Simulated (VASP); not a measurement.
# Co (P6_3/mmc) in VASP: further runs, part 2 of 2

VASP 6.6.1.

## Step 4: Single point, revPBE+D4, collinear spin, ferromagnetic start

This run uses another cell than the first one, of 10.55 Å³/atom, 1.056 times its volume.

INCAR

```
  PREC = Accurate
  ENCUT = 520
  EDIFF = 1E-6
  ISMEAR = -1
  SIGMA = 0.05
  LREAL = False
  LASPH = True
  NELM = 150
  ALGO = Normal
  ISIF = 2
  LWAVE = False
  LCHARG = False
  ISPIN = 2
  MAGMOM = 2 2
  LORBIT = 11
  LMAXMIX = 4
  GGA = RE
  IVDW = 13
  NBANDS = 20
```

KPOINTS

```
regular mesh
0
Gamma
  12 12 7
```

POSCAR

```
Co
1.0
    2.4717671047      0.0000000000      0.0000000000
   -1.2358835523      2.1406131049      0.0000000000
    0.0000000000      0.0000000000      3.9874504581
Co
2
Direct
    0.6666666667      0.3333333333      0.7500000000
    0.3333333333      0.6666666667      0.2500000000
```

Potentials or basis: VASP PAW PBE potentials, release 64 (Co).

Command:

```sh
cat potpaw_PBE.64/Co/POTCAR > POTCAR
mpirun -np 1 vasp_std > vasp.out
```

OUTCAR:

```text
PREC = Accurate
   ENCUT = 520
   EDIFF = 1E-6
   ISMEAR = -1
   LREAL = False
   LASPH = True
   NELM = 150
   ISIF = 2
   ISPIN = 2
   LORBIT = 11
   GGA = RE
   IVDW = 13

 ion  position               nearest neighbor table
   1  0.667  0.333  0.750-   2 2.45   2 2.45   2 2.45   2 2.45   2 2.45   2 2.45
   2  0.333  0.667  0.250-   1 2.45   1 2.45   1 2.45   1 2.45   1 2.45   1 2.45

  LATTYP: Found a hexagonal cell.
 ALAT       =     2.4717671047
 C/A-ratio  =     1.6131982866

  Lattice vectors:

 A1 = (   2.4717671047,   0.0000000000,   0.0000000000)
 A2 = (  -1.2358835523,   2.1406131049,   0.0000000000)
 A3 = (   0.0000000000,   0.0000000000,   3.9874504581)

Analysis of symmetry for initial positions (statically):
=====================================================================
 Subroutine PRICEL returns:
 Original cell was already a primitive cell.

 Routine SETGRP: Setting up the symmetry group for a
 hexagonal supercell.

 Subroutine GETGRP returns: Found 24 space group operations
 (whereof 12 operations were pure point group operations)
 out of a pool of 24 trial point group operations.

The static configuration has the point symmetry D_3d.
 The point group associated with its full space group is D_6h.

Analysis of symmetry for dynamics (positions and initial velocities):
=====================================================================
 Subroutine PRICEL returns:
 Original cell was already a primitive cell.

 Routine SETGRP: Setting up the symmetry group for a
 hexagonal supercell.

 Subroutine GETGRP returns: Found 24 space group operations
 (whereof 12 operations were pure point group operations)
 out of a pool of 24 trial point group operations.

The dynamic configuration has the point symmetry D_3d.
 The point group associated with its full space group is D_6h.

Analysis of structural, dynamic, and magnetic symmetry:
=====================================================================
 Subroutine PRICEL returns:
 Original cell was already a primitive cell.

 Routine SETGRP: Setting up the symmetry group for a
 hexagonal supercell.

 Subroutine GETGRP returns: Found 24 space group operations
 (whereof 12 operations were pure point group operations)
 out of a pool of 24 trial point group operations.

The overall configuration has the point symmetry D_3d.
 The point group associated with its full space group is D_6h.

 Subroutine INISYM returns: Found 24 space group operations
 (whereof 12 operations are pure point group operations),
 and found     1 'primitive' translations

----------------------------------------------------------------------------------------

                                     Primitive cell

  volume of cell :      21.0980

  direct lattice vectors                    reciprocal lattice vectors
     2.471767105  0.000000000  0.000000000     0.404568860  0.233577940  0.000000000
    -1.235883552  2.140613105  0.000000000     0.000000000  0.467155881  0.000000000
     0.000000000  0.000000000  3.987450458     0.000000000  0.000000000  0.250786815

  length of vectors
     2.471767105  2.471767105  3.987450458     0.467155881  0.467155881  0.250786815

  position of ions in fractional coordinates (direct lattice)
     0.666666667  0.333333333  0.750000000
     0.333333333  0.666666667  0.250000000

[... 68 lines left out ...]
   ISTART =      0    job   : 0-new  1-cont  2-samecut
   ICHARG =      2    charge: 1-file 2-atom 10-const
   ISPIN  =      2    spin polarized calculation?
   LNONCOLLINEAR =      F non collinear calculations
   LSORBIT =      F    spin-orbit coupling
   LASPH  =      T    aspherical Exc in radial PAW
   ENCUT  =  520.0 eV  38.22 Ry    6.18 a.u.   4.60  4.60  7.41*2*pi/ulx,y,z
   NELM   =    150;   NELMIN=  2; NELMDL= -5     # of ELM steps
   EDIFF  = 0.1E-05   stopping-criterion for ELM
   LREAL  =      F    real-space projection
   EDIFFG = 0.1E-04   stopping-criterion for IOM
   NSW    =      0    number of steps for IOM
   IBRION =     -1    ionic relax: 0-MD 1-quasi-New 2-CG
   NFREE  =      0    steps in history (QN), initial steepest desc. (CG)
   ISIF   =      2    stress and relaxation
   ISYM   =      2    0-nonsym 1-usesym 2-fastsym
   POTIM  = 0.5000    time-step for ionic-motion
   TEBEG  =    0.0;   TEEND  =   0.0 temperature during run
   PSTRESS=    0.0 pullay stress
   NELECT =      18.0000    total number of electrons
   NUPDOWN=      -1.0000    fix difference up-down
   EMIN   =  10.00;   EMAX   =-10.00  energy-range for DOS
   EFERMI =   0.00;   METHOD = LEGACY
   ISMEAR =    -1;   SIGMA  =   0.05  broadening in eV -4-tet -1-fermi 0-gaus
   EFERMI_NEDOS =   21; number of points for ismear=-14 and -15
   IALGO  =     38    algorithm
   IMIX   =      4    mixing-type and parameters
     AMIX     =   0.40;   BMIX     =  1.00
     AMIX_MAG =   1.60;   BMIX_MAG =  1.00
  volume/ion in A,a.u.               =      10.55        71.19
  Fermi-wavevector in a.u.,A,eV,Ry     =   1.552692  2.934162 32.801640  2.410853
  Thomas-Fermi vector in A             =   2.657031
   LORBIT       =     11    0 simple, 1 ext, 2 COOP (PROOUT), +10 PAW based schemes
   GGA     = RE    functional components
   LHFCALC =     F    Hartree Fock is set to
   AEXX    =    0.0000 exact exchange contribution
   IVDW    =    13    specifies the selected vdW correction
   LEPSILON=     F    determine dielectric tensor
   LRPA    =     F    only Hartree local field effects (RPA)
 spin polarized calculation
  energy-cutoff  :      520.00
  volume of cell :       21.10
 maximum number of plane-waves:       580
   NGX =  9   NGY =  9   NGZ = 15

 number of electron      17.9999984 magnetization       3.1996757

 Free energy of the ion-electron system (eV)
  ---------------------------------------------------
  ext. energy  EPLUGINS =         0.00000000
  ---------------------------------------------------
  free energy    TOTEN  =       -13.22094873 eV

  energy without entropy =      -13.20572903  energy(sigma->0) =      -13.21333888

 E-fermi :  10.7513     XC(G=0): -13.4912

 val. band max:       10.7447550103   @ k =   0.2500  -0.0000   0.2857
 cond. band min:      10.7553104707   @ k =   0.4167   0.0833   0.4286
 fundamental gap:      0.0105554604
 Fermi energy:        10.7513458802

 spin component 1

 k-point     1 :       0.0000    0.0000    0.0000
  band No.  band energies     occupation
      1       1.7047      1.00000
      2       5.4936      1.00000
      3       8.0987      1.00000
      4       8.1078      1.00000
      5       8.1078      1.00000
      6       8.4359      1.00000
[... 541 lines left out ...]
     19      34.3423      0.00000
     20      35.9977      0.00000

 [... further k-points ...]

 spin component 2

 k-point     1 :       0.0000    0.0000    0.0000
  band No.  band energies     occupation
      1       1.6686      1.00000
      2       6.4408      1.00000
      3       9.7538      1.00000
      4       9.7638      1.00000
      5       9.7638      1.00000
      6      10.1488      0.99999
[... 541 lines left out ...]
     19      34.6918      0.00000
     20      36.3006      0.00000

 [... further k-points ...]

------------------------ aborting loop because EDIFF is reached ----------------------------------------

  DFT-D4 for vdW energy calculation

  Edisp (eV):   -1.50063

  FORCE on cell =-STRESS in cart. coord.  units (eV):
  Direction    XX          YY          ZZ          XY          YZ          ZX
  --------------------------------------------------------------------------------------
  -------------------------------------------------------------------------------------
  Total      -0.10676    -0.10676    -0.12496    -0.00000    -0.00000     0.00000
  in kB      -8.10730    -8.10730    -9.48952    -0.00000    -0.00000     0.00000
  external pressure =       -8.57 kB  Pullay stress =        0.00 kB

 VOLUME and BASIS-vectors are now :
 -----------------------------------------------------------------------------
  energy-cutoff  :      520.00
  volume of cell :       21.10
      direct lattice vectors                 reciprocal lattice vectors
     2.471767105  0.000000000  0.000000000     0.404568860  0.233577940  0.000000000
    -1.235883552  2.140613105  0.000000000     0.000000000  0.467155881  0.000000000
     0.000000000  0.000000000  3.987450458     0.000000000  0.000000000  0.250786815

 POSITION                                       TOTAL-FORCE (eV/Angst)
 -----------------------------------------------------------------------------------
      1.23588      0.71354      2.99059         0.000000     -0.000000      0.000000
     -0.00000      1.42708      0.99686        -0.000000      0.000000      0.000000
 -----------------------------------------------------------------------------------
    total drift:                                0.000000      0.000000     -0.000000

  FREE ENERGIE OF THE ION-ELECTRON SYSTEM (eV)
  ---------------------------------------------------
  free  energy   TOTEN  =       -14.7215785204 eV

  energy  without entropy=      -14.7063588269  energy(sigma->0) =      -14.71396867

 total charge

# of ion       s       p       d       tot
------------------------------------------
    1        0.502   0.548   7.280   8.331
    2        0.502   0.548   7.280   8.331
--------------------------------------------------
tot          1.005   1.096  14.561  16.661

 magnetization (x)

# of ion       s       p       d       tot
------------------------------------------
    1       -0.016  -0.057   1.689   1.616
    2       -0.016  -0.057   1.689   1.616
--------------------------------------------------
tot         -0.031  -0.115   3.379   3.232
```

OSZICAR:

```text
N       E                     dE             d eps       ncg     rms          rms(c)
DAV:   1     0.876232796884E+02    0.87623E+02   -0.82447E+03  6376   0.125E+03
DAV:   2    -0.104484368393E+02   -0.98072E+02   -0.88232E+02  6164   0.219E+02
DAV:   3    -0.150541187390E+02   -0.46057E+01   -0.44235E+01  6912   0.575E+01
DAV:   4    -0.151231263315E+02   -0.69008E-01   -0.68957E-01  7488   0.622E+00
DAV:   5    -0.151252176100E+02   -0.20913E-02   -0.20912E-02  7072   0.105E+00    0.151E+01
DAV:   6    -0.135738236997E+02    0.15514E+01   -0.66639E+00  6904   0.533E+01    0.637E+00
DAV:   7    -0.132564925095E+02    0.31733E+00   -0.96605E-01  7232   0.186E+01    0.383E+00
DAV:   8    -0.132347986448E+02    0.21694E-01   -0.15903E-02  8080   0.140E+00    0.190E+00
DAV:   9    -0.132207917342E+02    0.14007E-01   -0.32989E-03  9664   0.101E+00    0.474E-01
DAV:  10    -0.132208737908E+02   -0.82057E-04   -0.54662E-04  8396   0.297E-01    0.171E-01
DAV:  11    -0.132209479853E+02   -0.74195E-04   -0.13790E-04  9412   0.192E-01    0.241E-02
DAV:  12    -0.132209487839E+02   -0.79855E-06   -0.14040E-05  6408   0.329E-02    0.136E-02
DAV:  13    -0.132209487261E+02    0.57837E-07   -0.16692E-06  5988   0.149E-02
   1 F= -.14721579E+02 E0= -.14713969E+02  d E =-.152197E-01  mag=     3.1998
```

stdout:

```text
POSCAR found type information on POSCAR Co
 POSCAR found :  1 types and       2 ions
 scaLAPACK will be used
 -----------------------------------------------------------------------------
|                                                                             |
|                                                                             |
|     You enforced a specific xc type in the INCAR file but a different       |
|     I HOPE YOU KNOW WHAT YOU ARE DOING!                                     |
|                                                                             |
 -----------------------------------------------------------------------------

 LDA part: xc-table for (Slater+PW92), standard interpolation
 POSCAR, INCAR and KPOINTS ok, starting setup
 FFT: planning ... GRIDC
 FFT: planning ... GRID_SOFT
 FFT: planning ... GRID
 WAVECAR not read
 entering main loop
```

Run time: 24 s. Hardware: 1 thread of Intel Xeon 6975P-C (Granite Rapids), shared host; peak memory 0.16 GiB.

Results:

* Free energy: -14.7216 eV
* Pressure: -0.9 GPa
* Net moment: 3.20 μB per cell
* Site moments: Co +1.62 μB
* Valence electrons inside the program's atomic spheres: Co 8.33
* Dispersion energy per atom: -0.750 eV

Levels at points of the mesh, in eV from the Fermi level:
Spin up:
| k point | band 8 | band 9 | band 10 | band 11 | band 12 | band 13 | band 14 | band 15 |
| --- | --- | --- | --- | --- | --- | --- | --- | --- |
| (0.00, 0.00, 0.00) | -1.96 | -1.96 | -0.81 | -0.81 | -0.04 | 6.66 | 22.18 | 25.06 |
| (0.50, 0.00, 0.00) | -0.68 | -0.57 | -0.53 | 1.37 | 3.46 | 9.95 | 10.65 | 13.00 |
Spin down:
```
           k point  band 3  band 4  band 5  band 6  band 7  band 8  band 9  band 10  band 11  band 12
(0.00, 0.00, 0.00)   -1.00   -0.99   -0.99   -0.60   -0.60   -0.18   -0.18    -0.14     1.09     1.09
(0.50, 0.00, 0.00)   -3.37   -1.92   -1.17   -1.06   -0.62    1.23    1.37     1.40     2.62     4.44
```

Caveat: the PAW data sets were made with another functional, which shifts forces and pressure a little; pairwise dispersion overbinds metals, which lowers pressure and volume.

## Step 5: Single point, PBE, collinear spin, ferromagnetic start

This run uses another cell than the first one, of 10.64 Å³/atom, 1.065 times its volume.

INCAR

```
SYSTEM = Co
PREC = Accurate
ENCUT = 520
EDIFF = 1E-6
ISMEAR = 0
SIGMA = 0.015
LREAL = .False.
LASPH = .True.
NELM = 150
ALGO = Normal
ISIF = 2
LWAVE = .False.
LCHARG = .True.
ISPIN = 2
MAGMOM = 2 2
LORBIT = 11
LMAXMIX = 4
GGA = PE
LELF = .True.
LVHAR = .True.
NBANDS = 20
```

KPOINTS

```
Automatic mesh
0
Gamma
  12 12 7
  0 0 0
```

POSCAR

```
Co
1.0
    2.4719999032      0.0000000000      0.0000000000
   -1.2359999516      2.1408147143      0.0000000000
    0.0000000000      0.0000000000      4.0211440800
Co
2
Direct
    0.6666666667      0.3333333333      0.7500000000
    0.3333333333      0.6666666667      0.2500000000
```

Command:

```sh
cat potpaw_PBE.64/Co/POTCAR > POTCAR
mpirun -np 1 vasp_std > vasp.out
```

Run time: 27 s. Hardware: 1 thread of Intel Xeon 6975P-C (Granite Rapids), shared host; peak memory 0.16 GiB.

It converged, with:

- Free energy: -14.0608 eV
- Pressure: 4.0 GPa
- Net moment: 3.21 μB per cell
- Site moments: Co +1.62 μB
- Valence electrons inside the program's atomic spheres: Co 8.31

Stress tensor (GPa, compression positive):
```
5.07 0.00 0.00
0.00 5.07 0.00
0.00 0.00 1.72
```

Levels at points of the mesh, in eV from the Fermi level:
Spin up:
```tsv
k point	band 8	band 9	band 10	band 11	band 12	band 13	band 14	band 15
(0.00, 0.00, 0.00)	-1.90	-1.90	-0.79	-0.79	-0.14	6.45	22.23	25.04
(0.50, 0.00, 0.00)	-0.64	-0.57	-0.49	1.38	3.45	9.82	10.49	12.90
```
Spin down:
```tsv
k point	band 3	band 4	band 5	band 6	band 7	band 8	band 9	band 10	band 11	band 12
(0.00, 0.00, 0.00)	-1.03	-0.97	-0.97	-0.60	-0.60	-0.19	-0.14	-0.14	1.08	1.08
(0.50, 0.00, 0.00)	-3.32	-1.84	-1.11	-1.07	-0.64	1.24	1.34	1.41	2.62	4.42
```

## Step 6: Single point, PBE, collinear spin, ferromagnetic start

This run uses another cell than the first one, of 10.64 Å³/atom, 1.065 times its volume.

INCAR

```
SYSTEM = Co
ALGO = Fast
EDIFF = 1E-6
ENCUT = 520
GGA = PE
ISIF = 2
ISMEAR = 0
ISPIN = 2
LASPH = .True.
LCHARG = .False.
LMAXMIX = 4
LORBIT = 11
LREAL = .False.
LWAVE = .False.
MAGMOM = 2 2
NBANDS = 20
NELM = 150
PREC = Accurate
SIGMA = 0.025
```

KPOINTS

```
k-points
0
Gamma
  12 12 7
  0 0 0
```

POSCAR is that of step 5.

Potentials or basis: VASP PAW PBE potentials, release 64 (Co).

Command:

```sh
cat potpaw_PBE.64/Co/POTCAR > POTCAR
mpirun -np 1 vasp_std > vasp.out
```

Wall time 28 s (1 thread of Intel Xeon 6975P-C (Granite Rapids), shared host); peak memory 0.16 GiB.

It converged, with:

```yaml
Free_energy: -14.0610 eV
Pressure: 3.9 GPa
Net_moment: 3.21 μB per cell
Site_moments: Co +1.62 μB
Valence_electrons_inside_the_program's_atomic_spheres: Co 8.31
```

Stress tensor (GPa, compression positive):
```
4.99 0.00 0.00
0.00 4.99 0.00
0.00 0.00 1.78
```

Levels at points of the mesh, in eV from the Fermi level:
Spin up:
| k point | band 9 | band 10 | band 11 | band 12 | band 13 | band 14 |
| --- | --- | --- | --- | --- | --- | --- |
| (0.00, 0.00, 0.00) | -1.90 | -0.79 | -0.79 | -0.14 | 6.45 | 22.23 |
| (0.50, 0.00, 0.00) | -0.57 | -0.49 | 1.38 | 3.45 | 9.82 | 10.49 |
Spin down:
| k point | band 5 | band 6 | band 7 | band 8 | band 9 | band 10 |
| --- | --- | --- | --- | --- | --- | --- |
| (0.00, 0.00, 0.00) | -0.97 | -0.60 | -0.60 | -0.20 | -0.15 | -0.15 |
| (0.50, 0.00, 0.00) | -1.11 | -1.07 | -0.64 | 1.24 | 1.34 | 1.40 |

## Step 7: Summary

| level | potentials or basis | cell | smearing | gap on the mesh (eV) | pressure (GPa) | moment (μB) |
| --- | --- | --- | --- | --- | --- | --- |
| LDA | VASP PAW LDA potentials, release 64 (Co) | a = 2.427, b = 2.427, c = 3.916 Å, angles 90.0, 90.0, 120.0°, 2 atoms | fermi-dirac 0.05 eV | none | -0.7 | 2.96 |
| revPBE+D3(BJ) | VASP PAW PBE potentials, release 64 (Co) | a = 2.465, b = 2.465, c = 3.977 Å, angles 90.0, 90.0, 120.0°, 2 atoms | fermi-dirac 0.05 eV | none | -0.9 | 3.18 |
| revPBE+D4 | VASP PAW PBE potentials, release 64 (Co) | a = 2.472, b = 2.472, c = 3.987 Å, angles 90.0, 90.0, 120.0°, 2 atoms | fermi-dirac 0.05 eV | none | -0.9 | 3.20 |
| PBE | VASP PAW PBE potentials, release 64 (Co) | a = 2.472, b = 2.472, c = 4.021 Å, angles 90.0, 90.0, 120.0°, 2 atoms | gaussian 0.015 eV | none | 4.0 | 3.21 |
| PBE | VASP PAW PBE potentials, release 64 (Co) | a = 2.472, b = 2.472, c = 4.021 Å, angles 90.0, 90.0, 120.0°, 2 atoms | gaussian 0.025 eV | none | 3.9 | 3.21 |

Alike in all rows: task single point; spin collinear, ferromagnetic start; k mesh 12 × 12 × 7; cutoff (eV) 520.

Caveats: the PAW data sets were made with another functional, which shifts forces and pressure a little (some runs); pairwise dispersion overbinds metals, which lowers pressure and volume (some runs).

Total energies depend on the potentials used, so only differences within one code and one set of settings carry meaning.
